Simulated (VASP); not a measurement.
Runs of VASP 6.6.1 on H. The structure is that of space group I4/mmm (No. 139), or close to it. The cells are those of the table. 

```csv
cell,gap on the mesh (eV),pressure (GPa),largest force (eV/Å)
"a = 3.289 Å, angles 123.8, 123.8, 83.6°, 2 atoms",6.53,-6.0,2.51
"a = 3.128 Å, angles 108.8, 108.8, 110.9°, 2 atoms",9.42,8.5,6.40
"a = 3.137 Å, angles 112.7, 112.7, 103.3°, 2 atoms",8.66,(a),2.67
"a = 3.236 Å, angles 121.1, 121.1, 88.2°, 2 atoms",7.44,(d),1.70
"a = 3.145 Å, angles 113.9, 113.9, 100.9°, 2 atoms",8.47,2.0,1.76
"a = 3.172 Å, angles 116.7, 116.7, 95.8°, 2 atoms",8.12,-0.7,0.13
"a = 3.191 Å, angles 118.2, 118.2, 93.1°, 2 atoms",7.97,(c),0.58
"a = 3.129 Å, angles 110.4, 110.4, 107.6°, 2 atoms",9.07,(b),4.63
```

Alike in all rows: task single point; level LDA; potentials or basis VASP PAW LDA potentials, release 64 (H); no spin polarisation; k mesh 10 × 10 × 10; cutoff (eV) 520; smearing gaussian 0.05 eV.

Fill in the values left out.

(a) 3.4; (b) 6.2; (c) -2.0; (d) -4.2.

Caveats: forces of over 1 eV/Å act on the atoms, so gaps and moduli don't describe the material at rest (at least some runs); the cell stands under pressure (at least some runs); the cell stands under tension (at least some runs).

A k mesh can miss the band edges.
